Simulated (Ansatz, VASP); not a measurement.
One calculation of Hf2N, two programs

```
CELL_PARAMETERS angstrom
4.88451 0.00000 0.00000
0.00000 5.25216 0.00000
0.00000 0.00000 3.20058
ATOMIC_POSITIONS crystal
Hf 0.26780 0.32300 0.00000
Hf 0.73220 0.67700 0.00000
Hf 0.76780 0.17700 0.50000
Hf 0.23220 0.82300 0.50000
N 0.00000 0.00000 0.00000
N 0.50000 0.50000 0.50000
```

Change from the starting cell: mode 4 frozen in at -0.205 Å, normal strain along x -0.0700.

Alike in both runs: task single point; functional LDA; k mesh 8 × 8 × 12; occupations gaussian, width 0.15 eV; no spin polarisation.

|  | VASP | Ansatz |
| --- | --- | --- |
| version | VASP 6.6.1 | Ansatz 0.2.0 |
| potentials or method | VASP PAW LDA potentials, release 64 (Hf_pv, N), cutoff 520 eV | scalar-relativistic, plane waves, PAW |
| valence electrons in the cell | 50 | 114 |

```csv
,VASP,Ansatz,Ansatz less VASP
gap on the k mesh at the Fermi level (eV),none,none,-
pressure (GPa),16.8,16.8,-0.03
"traceless stress, the component that is largest in VASP (GPa)",-9.32,-9.18,+0.142
rms of the force components (eV/Å),0.094,0.094,-0.0004
```

Ansatz warns that its potentials were made for another functional, while VASP's fit it. LDA's correlation is that of Perdew and Zunger in VASP and of Perdew and Wang (1992) in Ansatz. Atom by atom the forces differ by 0.005 eV/Å (rms over components). A gap of «none» marks a metal or a gap that the smearing closes. VASP's potentials hold 50 valence electrons a cell and Ansatz's 114, so a difference there can come from the potentials and not from the codes.

Neither program's run includes spin-orbit coupling.
